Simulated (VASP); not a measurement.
# Pb (Im-3m) in VASP: a series of runs, part 2 of 2

VASP 6.6.1.

**4. Relaxation of cell and atoms, PBEsol, target pressure 20 GPa, at which the enthalpy is minimised**

INCAR reads:

```
PREC = Accurate ; ENCUT = 600
EDIFF = 1E-6 ; ISMEAR = -1
SIGMA = 0.05 ; LREAL = F
LASPH = T ; NELM = 100
ALGO = Normal ; ISIF = 3
LWAVE = F ; LCHARG = F
GGA = PS ; IBRION = 2
NSW = 60 ; EDIFFG = -0.01
PSTRESS = 200.0
```

KPOINTS reads:

```
Automatic mesh
0
Gamma
  9 9 9
```

POSCAR reads:

```
Pb
1.0
   -1.9796595667      1.9796595667      1.9796595667
    1.9796595667     -1.9796595667      1.9796595667
    1.9796595667      1.9796595667     -1.9796595667
Pb
1
Direct
    0.0000000000      0.0000000000      0.0000000000
```

Potentials or basis: VASP PAW PBE potentials, release 64 (Pb_d).

Started as:

```bash
> cat potpaw_PBE.64/Pb_d/POTCAR > POTCAR
> mpirun -np 1 vasp_std > vasp.out
```

OUTCAR:

```text
PREC = Accurate
   ENCUT = 600
   EDIFF = 1E-6
   ISMEAR = -1
   LREAL = F
   LASPH = T
   NELM = 100
   ISIF = 3
   GGA = PS
   IBRION = 2
   NSW = 60
   EDIFFG = -0.01
   PSTRESS = 200.0

 ion  position               nearest neighbor table
   1  0.000  0.000  0.000-

  LATTYP: Found a body centered cubic cell.
 ALAT       =     3.9593191334

  Lattice vectors:

 A1 = (  -1.9796595667,   1.9796595667,   1.9796595667)
 A2 = (   1.9796595667,  -1.9796595667,   1.9796595667)
 A3 = (   1.9796595667,   1.9796595667,  -1.9796595667)

Analysis of symmetry for initial positions (statically):
=====================================================================
 Subroutine PRICEL returns:
 Original cell was already a primitive cell.

 Routine SETGRP: Setting up the symmetry group for a
 body centered cubic supercell.
[... 246 lines left out ...]
 Fermi energy:         9.9128977663

 k-point     1 :       0.0000    0.0000    0.0000
  band No.  band energies     occupation
      1      -7.4307      2.00000
      2      -7.4307      2.00000
      3      -7.4307      2.00000
      4      -6.9841      2.00000
      5      -6.9841      2.00000
      6      -3.6124      2.00000
      7      19.8387      0.00000
      8      19.8387      0.00000
      9      19.8387      0.00000
     10      21.2834      0.00000
     11      21.2834      0.00000
[... 395 lines left out ...]
--------------------------------------- Ionic step        5  -------------------------------------------

 number of electron      14.0000002 magnetization

 Free energy of the ion-electron system (eV)
  ---------------------------------------------------
  ext. energy  EPLUGINS =         0.00000000
  ---------------------------------------------------
  free energy    TOTEN  =        -3.64591139 eV

  energy without entropy =       -3.64198770  energy(sigma->0) =       -3.64394954

 E-fermi :  10.3045     XC(G=0): -11.6310

 val. band max:       10.1336354206   @ k =  -0.3333   0.3333   0.2222
 cond. band min:      10.3424014516   @ k =   0.2222   0.2222   0.1111
 fundamental gap:      0.2087660310
 Fermi energy:        10.3045408807

 k-point     1 :       0.0000    0.0000    0.0000
  band No.  band energies     occupation
      1      -7.0867      2.00000
      2      -7.0867      2.00000
      3      -7.0867      2.00000
      4      -6.6063      2.00000
      5      -6.6063      2.00000
      6      -3.4670      2.00000
      7      20.5609      0.00000
      8      20.5609      0.00000
      9      20.5609      0.00000
     10      21.6973      0.00000
     11      21.6973      0.00000
[... 354 lines left out ...]
  energy  without entropy=       -3.6419876969  energy(sigma->0) =       -3.64394954

  enthalpy is  TOTEN    =        -0.7103573676 eV   P V=        2.9355540239

 reached required accuracy - stopping structural energy minimisation
```

OSZICAR:

```text
N       E                     dE             d eps       ncg     rms          rms(c)
DAV:   1     0.108779997804E+03    0.10878E+03   -0.79602E+03   770   0.167E+03
DAV:   2     0.977954468147E+00   -0.10780E+03   -0.10563E+03   779   0.344E+02
DAV:   3    -0.384291442120E+01   -0.48209E+01   -0.47709E+01   945   0.836E+01
[... 42 lines left out ...]
DAV:   2    -0.364865727502E+01    0.19756E-01   -0.37740E-02   893   0.484E+00    0.277E-01
DAV:   3    -0.364588894360E+01    0.27683E-02   -0.10471E-02  1045   0.242E+00    0.211E-02
DAV:   4    -0.364589514481E+01   -0.62012E-05   -0.14284E-04   827   0.141E-01    0.122E-02
DAV:   5    -0.364591192453E+01   -0.16780E-04   -0.58798E-05   847   0.677E-02    0.576E-03
DAV:   6    -0.364591139153E+01    0.53300E-06   -0.19532E-06   891   0.237E-02
   5 F= -.71035737E+00 E0= -.70839552E+00  d E =-.644655E+00
```

It took 85 s on 1 thread of Intel Xeon 8259CL, shared host; peak memory 0.18 GiB.

What came out:

- Free energy: -3.6459 eV
- Relaxed volume: 23.52 Å³/atom
- Relaxed cell: a = 3.126 Å, b = 3.126 Å, c = 3.126 Å, α = 109.47°, β = 109.47°, γ = 109.47°
- Space group after relaxing (to 0.1 Å): Im-3m (No. 229)
- Energy change on relaxing (the run minimises the enthalpy): +293.7 meV/atom
- Ionic steps: 5
- Pressure after relaxing: 20.0 GPa
- Band gap on the k mesh: zero (bands 7 and 8 overlap by 13.03 eV)

The path:
```tsv
step	energy change (eV)	largest force (eV/Å)	pressure (GPa)	volume (Å³)
1	0.0000	0.0000	-1.97	31.03
2	3.5638	0.0000	153.47	15.57
3	0.2175	0.0000	16.36	24.19
4	0.2609	0.0000	18.47	23.79
5	0.2937	0.0000	20.01	23.52
```

Final structure:
```
Pb
1.0
    -1.80483    1.80483    1.80483
     1.80483   -1.80483    1.80483
     1.80483    1.80483   -1.80483
Pb
1
Cartesian
  0.0000 0.0000 0.0000
```

Caveat: the cell is relaxed towards a set pressure, so the run minimises the enthalpy, not the energy; the volume moved by over 15 % at a fixed basis, so the end points are rough; the PAW data sets were made with another functional, which shifts forces and pressure a little; spin-orbit coupling is left out, which moves the levels of the heavy elements.

**5. Relaxation of cell and atoms, PBEsol, target pressure 30 GPa, at which the enthalpy is minimised**

INCAR reads:

```
SYSTEM = Pb
PREC     = Accurate       ! precision mode
ENCUT    = 600            ! plane-wave cutoff, eV
EDIFF    = 1E-6           ! SCF threshold, eV
ISMEAR   = -1             ! smearing method
SIGMA    = 0.05           ! smearing width, eV
LREAL    = .False.        ! projectors in reciprocal space
LASPH    = .True.         ! aspherical terms in the spheres
NELM     = 60             ! most SCF steps
ALGO     = Fast           ! electronic algorithm
ISIF     = 3              ! what is computed and relaxed
LWAVE    = .False.        ! write WAVECAR
LCHARG   = .False.        ! write CHGCAR
GGA      = PS             ! functional
IBRION   = 2              ! ionic algorithm
NSW      = 60             ! ionic steps
EDIFFG   = -0.01          ! ionic threshold
PSTRESS  = 300.0
```

KPOINTS reads:

```
regular mesh
0
Gamma
  9 9 9
  0 0 0
```

POSCAR is that of step 4.

Started as:

```bash
> cat potpaw_PBE.64/Pb_d/POTCAR > POTCAR
> mpirun -np 1 vasp_std > vasp.out
```

It took 6.8 min on 1 thread of Intel Xeon 8259CL, shared host; peak memory 0.18 GiB.

Results (log left out):

```yaml
Free_energy: -3.4163 eV
Relaxed_volume: 22.03 Å³/atom
Relaxed_cell: a = 3.059 Å, b = 3.059 Å, c = 3.059 Å, α = 109.47°, β = 109.47°, γ = 109.47°
Space_group_after_relaxing_to_0.1_Å: Im-3m (No. 229)
Energy_change_on_relaxing_the_run_minimises_the_enthalpy: +523.3 meV/atom
Ionic_steps: 20
Pressure_after_relaxing: 30.1 GPa
Band_gap_on_the_k_mesh: zero (bands 7 and 8 overlap by 14.00 eV)
```

Step by step:
| step | energy change (eV) | largest force (eV/Å) | pressure (GPa) | volume (Å³) |
| --- | --- | --- | --- | --- |
| 1 | 0.0000 | 0.0000 | -1.89 | 31.03 |
| 2 | 13.3533 | 0.0000 | 613.21 | 10.74 |
| 3 | 16.2094 | 0.0000 | 10.43 | 27.40 |
| 4 | 0.0960 | 0.0000 | 9.85 | 25.70 |
| 5 | 2.3282 | 0.0000 | 102.44 | 17.14 |
| 6 | 0.3721 | 0.0000 | 23.62 | 22.94 |
| 7 | 0.5261 | 0.0000 | 30.16 | 22.02 |
| 8 | 0.4965 | 0.0000 | 28.92 | 22.18 |
| 9 | 0.4983 | 0.0000 | 28.96 | 22.17 |
| 10 | 0.5039 | 0.0000 | 29.20 | 22.14 |
| 11 | 0.5040 | 0.0000 | 29.19 | 22.14 |
| 12 | 0.5043 | 0.0000 | 29.19 | 22.13 |
| 13 | 0.5049 | 0.0000 | 29.28 | 22.13 |
| 14 | 0.5061 | 0.0000 | 29.32 | 22.12 |
| 15 | 0.5084 | 0.0000 | 29.41 | 22.11 |
| 16 | 0.5132 | 0.0000 | 29.61 | 22.09 |
| 17 | 0.5228 | 0.0000 | 29.92 | 22.03 |
| 18 | 0.5254 | 0.0000 | 30.14 | 22.02 |
| 19 | 0.5238 | 0.0000 | 30.08 | 22.03 |
| 20 | 0.5233 | 0.0000 | 30.06 | 22.03 |

Final structure:
```cif
data_structure
_symmetry_space_group_name_H-M 'P 1'
_symmetry_Int_Tables_number 1
_cell_length_a 3.0588
_cell_length_b 3.0588
_cell_length_c 3.0588
_cell_angle_alpha 109.471
_cell_angle_beta 109.471
_cell_angle_gamma 109.471
_cell_volume 22.03
loop_
_atom_site_label
_atom_site_type_symbol
_atom_site_fract_x
_atom_site_fract_y
_atom_site_fract_z
_atom_site_occupancy
Pb1 Pb 0.00000 0.00000 0.00000 1
```

Levels at points of the mesh, in eV from the Fermi level:
| k point | band 3 | band 4 | band 5 | band 6 | band 7 | band 8 | band 9 | band 10 | band 11 |
| --- | --- | --- | --- | --- | --- | --- | --- | --- | --- |
| (0.00, 0.00, 0.00) | -17.54 | -16.98 | -16.98 | -14.40 | 11.03 | 11.03 | 11.03 | 11.40 | 11.40 |

Caveat: the cell is relaxed towards a set pressure, so the run minimises the enthalpy, not the energy; the volume moved by over 15 % at a fixed basis, so the end points are rough; the PAW data sets were made with another functional, which shifts forces and pressure a little; spin-orbit coupling is left out, which moves the levels of the heavy elements.

**6. The runs side by side**

```tsv
cell	gap on the mesh (eV)	pressure (GPa)
relaxed to 5 GPa	none	5.0
relaxed to 10 GPa	none	10.0
relaxed to 20 GPa	none	20.0
relaxed to 30 GPa	none	30.1
```

Alike in all rows: task relaxation of cell and atoms; level PBEsol; potentials or basis VASP PAW PBE potentials, release 64 (Pb_d); no spin polarisation; k mesh 9 × 9 × 9; cutoff (eV) 600; smearing fermi-dirac 0.05 eV.

Caveats: the cell is relaxed towards a set pressure, so the run minimises the enthalpy, not the energy; the PAW data sets were made with another functional, which shifts forces and pressure a little; spin-orbit coupling is left out, which moves the levels of the heavy elements; the volume moved by over 15 % at a fixed basis, so the end points are rough (at least some runs).

Absolute energies hang on the potentials; compare differences alone.
